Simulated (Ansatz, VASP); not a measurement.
# Mo3W in VASP and in Ansatz

```xyz
8
Lattice="6.5833 0.0000 0.0000 -3.2917 5.7013 0.0000 0.0000 0.0000 5.0656" Properties=species:S:1:pos:R:3 pbc="T T T"
Mo    0.0000    1.9123    1.2664
Mo    1.6356    4.7452    1.2664
Mo   -1.6356    4.7452    1.2664
Mo    3.2917    3.7891    3.7992
Mo    1.6561    0.9561    3.7992
Mo    4.9273    0.9561    3.7992
W     0.0000    3.8009    3.7992
W     3.2917    1.9004    1.2664
```

Change from the starting cell: species swapped into the Y3Er type (P6_3/mmc, No. 194).

Alike in both runs: task relaxation of cell and atoms; functional PBE; k mesh 3 × 3 × 4; occupations gaussian, width 0.1 eV; no spin polarisation.

|  | VASP | Ansatz |
| --- | --- | --- |
| version | VASP 6.6.1 | Ansatz 0.2.0 |
| potentials or method | VASP PAW PBE potentials, release 64 (Mo_sv, W_sv), cutoff 500 eV | scalar-relativistic, plane waves, PAW |
| valence electrons in the cell | 112 | 112 |

|  | VASP | Ansatz | Ansatz less VASP |
| --- | --- | --- | --- |
| gap on the k mesh at the Fermi level, each at its own relaxed structure (eV) | none | none | - |
| relaxed volume (Å³/atom) | 16.10 | 16.09 | -0.014 |
| relaxed cell length with the largest relative difference (Å) | 4.492 | 4.491 | -0.0015 |

A gap of «none» marks a metal or a gap that the smearing closes.

The k mesh is coarse, so the values compare programs but aren't converged. Spin-orbit coupling is off throughout. Noted on VASP's run: the volume moved by over 15 % at a fixed basis, so the end points are rough.
